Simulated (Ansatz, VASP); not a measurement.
ZnO: VASP beside Ansatz

```xyz
4
Lattice="3.2795 0.0000 0.0000 -1.6397 2.8401 0.0000 0.0000 0.0000 5.2933" Properties=species:S:1:pos:R:3 pbc="T T T"
Zn    0.0000    1.8934    2.6465
Zn    1.6397    0.9467   -0.0002
O     1.6397    0.9467    2.0064
O     0.0000    1.8934    4.6530
```

Alike in both runs: task single point; functional r2SCAN; k mesh 12 × 12 × 6; occupations gaussian, width 0.02 eV; no spin polarisation.

|  | VASP | Ansatz |
| --- | --- | --- |
| version | VASP 6.6.1 | Ansatz 0.2.0 |
| potentials or method | VASP PAW PBE potentials, release 64 (Zn, O), cutoff 520 eV | scalar-relativistic, plane waves, PAW |
| valence electrons in the cell | 36 | 36 |

|  | VASP | Ansatz | Ansatz less VASP |
| --- | --- | --- | --- |
| gap on the k mesh at the Fermi level (eV) | 1.17 | 1.17 | +0.005 |
| least direct gap on the mesh (eV) | 1.17 | 1.17 | +0.005 |
| pressure (GPa) | -5.0 | -5.8 | -0.83 |
| traceless stress, the component that is largest in VASP (GPa) | -0.08 | -0.08 | -0.001 |
| rms of the force components (eV/Å) | 0.010 | 0.002 | -0.0080 |

VASP's potentials were made for PBE, not for r2SCAN. Atom by atom the forces differ by 0.008 eV/Å (rms over components).
